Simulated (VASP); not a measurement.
# LiF (Fm-3m) in VASP: single point with r2SCAN0

Aim: the single point of LiF with r2SCAN0.

All numbers are computed with VASP 6.6.1; they aren't measurements. Logs are shortened: lines on timing, memory, paths and dates and some standing lists are left out, and cuts for length are marked.

## Step 1: The cell of the first run

It takes space group Fm-3m (No. 225, cubic). Conventional cell: a = 3.990 Å, b = 3.990 Å, c = 3.990 Å, α = 90.00°, β = 90.00°, γ = 90.00°. Li (site symmetry m-3m) has 6 F at 2.00 Å within 2.6 Å. F (site symmetry m-3m) has 6 Li at 2.00 Å within 2.6 Å.

## Step 2: Single point, r2SCAN0

The input, POSCAR:

```
LiF
1.0
    0.0000000000      1.9951010462      1.9951010462
    1.9951010462      0.0000000000      1.9951010462
    1.9951010462      1.9951010462      0.0000000000
Li F
1 1
Direct
    0.0000000000      0.0000000000      0.0000000000
    0.5000000000      0.5000000000      0.5000000000
```

The input, INCAR.step1:

```
PREC = Accurate ; ENCUT = 520
EDIFF = 1E-5 ; ISMEAR = 0
SIGMA = 0.01 ; LREAL = F
LASPH = T ; NELM = 60
ALGO = Normal ; ISIF = 2
LWAVE = T ; LCHARG = F
GGA = PE ; NBANDS = 12
```

The input, INCAR.step2:

```
PREC = Accurate ; ENCUT = 520
EDIFF = 1E-6 ; ISMEAR = 0
SIGMA = 0.01 ; LREAL = F
LASPH = T ; NELM = 60
ALGO = Normal ; ISIF = 2
LWAVE = F ; LCHARG = F
METAGGA = R2SCAN ; LHFCALC = T
AEXX = 0.25 ; LMIXTAU = T
PRECFOCK = Normal ; ISTART = 1
NBANDS = 12
```

The input, KPOINTS:

```
Automatic mesh
0
Gamma
  8 8 8
```

Potentials or basis: VASP PAW PBE potentials, release 64 (Li_sv, F).

Started as:

```sh
> cat potpaw_PBE.64/Li_sv/POTCAR potpaw_PBE.64/F/POTCAR > POTCAR
> cp INCAR.step1 INCAR
> mpirun -np 1 vasp_std > vasp.out
> cp INCAR.step2 INCAR
> mpirun -np 1 vasp_std > vasp.out
```

OUTCAR:

```text
PREC = Accurate
   ENCUT = 520
   EDIFF = 1E-6
   ISMEAR = 0
   LREAL = F
   LASPH = T
   NELM = 60
   ISIF = 2
   METAGGA = R2SCAN
   LHFCALC = T
   AEXX = 0.25
   PRECFOCK = Normal
   ISTART = 1

 ion  position               nearest neighbor table
   1  0.000  0.000  0.000-   2 2.00   2 2.00   2 2.00   2 2.00   2 2.00   2 2.00
   2  0.500  0.500  0.500-   1 2.00   1 2.00   1 2.00   1 2.00   1 2.00   1 2.00

  LATTYP: Found a face centered cubic cell.
 ALAT       =     3.9902020924

  Lattice vectors:

 A1 = (   0.0000000000,   1.9951010462,   1.9951010462)
 A2 = (   1.9951010462,   0.0000000000,   1.9951010462)
 A3 = (   1.9951010462,   1.9951010462,   0.0000000000)

Analysis of symmetry for initial positions (statically):
=====================================================================
 Subroutine PRICEL returns:
 Original cell was already a primitive cell.

 Routine SETGRP: Setting up the symmetry group for a
 face centered cubic supercell.

 Subroutine GETGRP returns: Found 48 space group operations
 (whereof 48 operations were pure point group operations)
 out of a pool of 48 trial point group operations.

The static configuration has the point symmetry O_h .

Analysis of symmetry for dynamics (positions and initial velocities):
=====================================================================
 Subroutine PRICEL returns:
 Original cell was already a primitive cell.

 Routine SETGRP: Setting up the symmetry group for a
 face centered cubic supercell.

 Subroutine GETGRP returns: Found 48 space group operations
 (whereof 48 operations were pure point group operations)
 out of a pool of 48 trial point group operations.

The dynamic configuration has the point symmetry O_h .

 Subroutine INISYM returns: Found 48 space group operations
 (whereof 48 operations are pure point group operations),
 and found     1 'primitive' translations

----------------------------------------------------------------------------------------

                                     Primitive cell

  volume of cell :      15.8827

  direct lattice vectors                    reciprocal lattice vectors
     0.000000000  1.995101046  1.995101046    -0.250613873  0.250613873  0.250613873
     1.995101046  0.000000000  1.995101046     0.250613873 -0.250613873  0.250613873
     1.995101046  1.995101046  0.000000000     0.250613873  0.250613873 -0.250613873
[... 100 lines left out ...]
   EFERMI_NEDOS =   21; number of points for ismear=-14 and -15
   IALGO  =     38    algorithm
   IMIX   =      1    mixing-type and parameters
     AMIX     =   0.40;   BMIX     =  1.00
     AMIX_MAG =   1.60;   BMIX_MAG =  1.00
  volume/ion in A,a.u.               =       7.94        53.59
  Fermi-wavevector in a.u.,A,eV,Ry     =   1.403137  2.651544 26.787044  1.968792
  Thomas-Fermi vector in A             =   2.525829
   LORBIT       =      0    0 simple, 1 ext, 2 COOP (PROOUT), +10 PAW based schemes
   METAGGA = R2SCAN    functional components
   LHFCALC =     T    Hartree Fock is set to
   PRECFOCK=normal    Normal, Fast or Accurate (Low or Medium for compatibility)
   ENCUT4O =  -1.0   cutoff for four orbital integrals eV
   NKREDX  =     1    reduce k-point grid by
   NKREDY  =     1    reduce k-point grid by
   NKREDZ  =     1    reduce k-point grid by
   AEXX    =    0.2500 exact exchange contribution
   HFSCREEN=    0.0000 screening length (either q_TF or 0.3 A-1)
   HFSCREENC=   0.0000 screening length for correlation (either q_TF or 0.3 A-1)
   ENCUTFOCK=  -1.0 apply spherical cutoff to Coloumb kernel
   IVDW    =     0    specifies the selected vdW correction
   LEPSILON=     F    determine dielectric tensor
   LRPA    =     F    only Hartree local field effects (RPA)
 non-spin polarized calculation
 Gauss-broadening in eV      SIGMA  =   0.01
  energy-cutoff  :      520.00
  volume of cell :       15.88
 maximum number of plane-waves:       444
 NGX is ok and might be reduce to    24
  NGX = 16; NGY = 16; NGZ = 16

 number of electron       9.9999997 magnetization

 Free energy of the ion-electron system (eV)
  ---------------------------------------------------
  ext. energy  EPLUGINS =         0.00000000
  ---------------------------------------------------
  free energy    TOTEN  =       -13.62664785 eV

  energy without entropy =      -13.62664785  energy(sigma->0) =      -13.62664785

 E-fermi :  -3.1444     XC(G=0):  -8.3285

 val. band max:       -3.4201132297   @ k =   0.0000   0.0000   0.0000
 cond. band min:       9.7812500899   @ k =   0.0000   0.0000   0.0000
 fundamental gap:     13.2013633197
 Fermi energy:        -3.1443860914

 k-point     1 :       0.0000    0.0000    0.0000
  band No.  band energies     occupation
      1     -47.1589      2.00000
      2     -25.8119      2.00000
      3      -3.4201      2.00000
      4      -3.4201      2.00000
      5      -3.4201      2.00000
      6       9.7813      0.00000
      7      25.2429      0.00000
      8      25.2429      0.00000
      9      25.2429      0.00000
     10      26.0164      0.00000
     11      26.0164      0.00000
     12      26.0172      0.00000
[... 331 lines left out ...]
 k-point    24 :      -0.3750    0.2500    0.1250
  band No.  band energies     occupation
      1     -47.0833      2.00000
      2     -25.2178      2.00000
      3      -5.9648      2.00000
      4      -4.7616      2.00000
      5      -3.9651      2.00000
      6      13.2263      0.00000
      7      16.7726      0.00000
      8      20.3106      0.00000
      9      20.6748      0.00000
     10      28.9815      0.00000
     11      30.3367      0.00000
     12      36.1461      0.00000

 [... further k-points ...]

------------------------ aborting loop because EDIFF is reached ----------------------------------------

  FORCE on cell =-STRESS in cart. coord.  units (eV):
  Direction    XX          YY          ZZ          XY          YZ          ZX
  --------------------------------------------------------------------------------------
  -------------------------------------------------------------------------------------
  Total       -0.1930682     -0.1930682     -0.1930682      0.0000000      0.0000000     -0.0000000
  in kB      -19.4758596    -19.4758596    -19.4758596      0.0000000      0.0000000     -0.0000000
  external PRESSURE =     -19.4758596 kB  Pullay stress =       0.0000000 kB

 VOLUME and BASIS-vectors are now :
 -----------------------------------------------------------------------------
  energy-cutoff  :      520.00
  volume of cell :       15.88
      direct lattice vectors                 reciprocal lattice vectors
     0.000000000  1.995101046  1.995101046    -0.250613873  0.250613873  0.250613873
     1.995101046  0.000000000  1.995101046     0.250613873 -0.250613873  0.250613873
     1.995101046  1.995101046  0.000000000     0.250613873  0.250613873 -0.250613873

 POSITION                                       TOTAL-FORCE (eV/Angst)
 -----------------------------------------------------------------------------------
      0.00000      0.00000      0.00000        -0.000000      0.000000     -0.000000
      1.99510      1.99510      1.99510         0.000000     -0.000000      0.000000
 -----------------------------------------------------------------------------------
    total drift:                                0.000000      0.000000      0.000000

  FREE ENERGIE OF THE ION-ELECTRON SYSTEM (eV)
  ---------------------------------------------------
  free  energy   TOTEN  =       -13.6266478539 eV

  energy  without entropy=      -13.6266478539  energy(sigma->0) =      -13.62664785
```

OSZICAR.step1:

```text
N       E                     dE             d eps       ncg     rms          rms(c)
DAV:   1     0.283379089905E+02    0.28338E+02   -0.52725E+03   728   0.840E+02
DAV:   2    -0.920284371072E+01   -0.37541E+02   -0.36806E+02   836   0.186E+02
DAV:   3    -0.101292853545E+02   -0.92644E+00   -0.92437E+00   892   0.246E+01
DAV:   4    -0.101385391509E+02   -0.92538E-02   -0.92532E-02   784   0.274E+00
DAV:   5    -0.101386336509E+02   -0.94500E-04   -0.94500E-04   924   0.213E-01    0.454E+00
DAV:   6    -0.961685511939E+01    0.52178E+00   -0.24498E+00   784   0.980E+00    0.136E+00
DAV:   7    -0.962131042876E+01   -0.44553E-02   -0.20620E-02   932   0.123E+00    0.856E-01
DAV:   8    -0.962799705236E+01   -0.66866E-02   -0.14719E-02   836   0.126E+00    0.112E-01
DAV:   9    -0.962800552257E+01   -0.84702E-05   -0.99076E-04   808   0.283E-01    0.427E-02
DAV:  10    -0.962808027704E+01   -0.74754E-04   -0.12771E-04   788   0.888E-02    0.159E-02
DAV:  11    -0.962808219526E+01   -0.19182E-05   -0.65621E-06   556   0.241E-02
   1 F= -.96280822E+01 E0= -.96280822E+01  d E =-.331249-160
```

Wall time 73 min (1 thread of Intel Xeon 8259CL, shared host); peak memory 0.12 GiB.

What came out:

| Item | Value |
| --- | --- |
| Free energy | -13.6266 eV |
| Band gap on the k mesh | 13.20 eV |

Caveat: the cutoff is under 1.25 times the usual one of these potentials, so pressure, stress and relaxed cells hold a basis-set (Pulay) error; the PAW data sets were made with another functional, which shifts forces and pressure a little.
